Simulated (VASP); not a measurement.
Tl, 2 atoms in the cell. It takes space group P6_3/mmc (No. 194, hexagonal). Conventional cell: a = 3.590 Å, b = 3.590 Å, c = 5.642 Å, α = 90.00°, β = 90.00°, γ = 120.00°. Tl (site symmetry -6m2) has 12 Tl at 3.50 to 3.59 Å within 4.6 Å. 

- Program: VASP 6.6.1
- Task: single point
- Functional: PBE
- Potentials or basis: VASP PAW PBE potentials, release 64 (Tl_d)
- Cutoff: 520 eV
- k mesh: 10 × 10 × 6
- Occupations: fermi-dirac, width 0.01 eV
- Spin: no spin polarisation
- Dipole correction: no
- Further INCAR settings: ALGO = Normal; EDIFF = 1e-06; NBANDS = 20

Potentials or basis: VASP PAW PBE potentials, release 64 (Tl_d).

Launch:

```console
$ cat potpaw_PBE.64/Tl_d/POTCAR > POTCAR
$ mpirun -np 1 vasp_std > vasp.out
```

Hardware: 1 thread of Intel Xeon 8259CL, on a shared host.

Problem. How long does it take, and how much memory?

Solution. It took 78 s on 1 thread of Intel Xeon 8259CL, on a shared host, peak memory 0.21 GiB. Counts: scf iterations 11, k points 56.
